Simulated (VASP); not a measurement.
A run of VASP 6.6.1:

The input INCAR:

```
PREC = Accurate
ENCUT = 520
EDIFF = 1E-7
ISMEAR = 0
SIGMA = 0.1
LREAL = False
LASPH = True
NELM = 100
ALGO = Normal
ISIF = 2
LWAVE = False
LCHARG = False
LDIPOL = True
IDIPOL = 3
DIPOL = 0.5 0.5 0.397
GGA = PE
IVDW = 12
NBANDS = 16
```

File KPOINTS:

```
regular mesh
0
Gamma
  9 9 1
```

The input POSCAR:

```
Si
1.0
    3.8475254748      0.0000000000      0.0000000000
   -1.9237627374      3.3320548028      0.0000000000
    0.0000000000      0.0000000000     18.4415958287
Si
4
Direct
    0.3333333333      0.6666666667      0.2695427207
    0.6666666667      0.3333333333      0.2440135898
    1.5555555556     -0.5555555556      0.5499304899
    1.2222222222     -0.2222222222      0.5244013590
```

Potentials or basis: VASP PAW PBE potentials, release 64 (Si).

Run with:

```sh
$ cat potpaw_PBE.64/Si/POTCAR > POTCAR
$ mpirun -np 1 vasp_std > vasp.out
```

Hardware: 1 thread of Intel(R) Xeon(R) Platinum 8259CL CPU @ 2.50GHz (Skylake/Cascade Lake) (shared host).

Task: Estimate the wall time of this run.

Result: It took 3.3 min on 1 thread of Intel(R) Xeon(R) Platinum 8259CL CPU @ 2.50GHz (Skylake/Cascade Lake), with other jobs on the host, peak memory 0.37 GiB. Counts: scf iterations 23, k points 25.
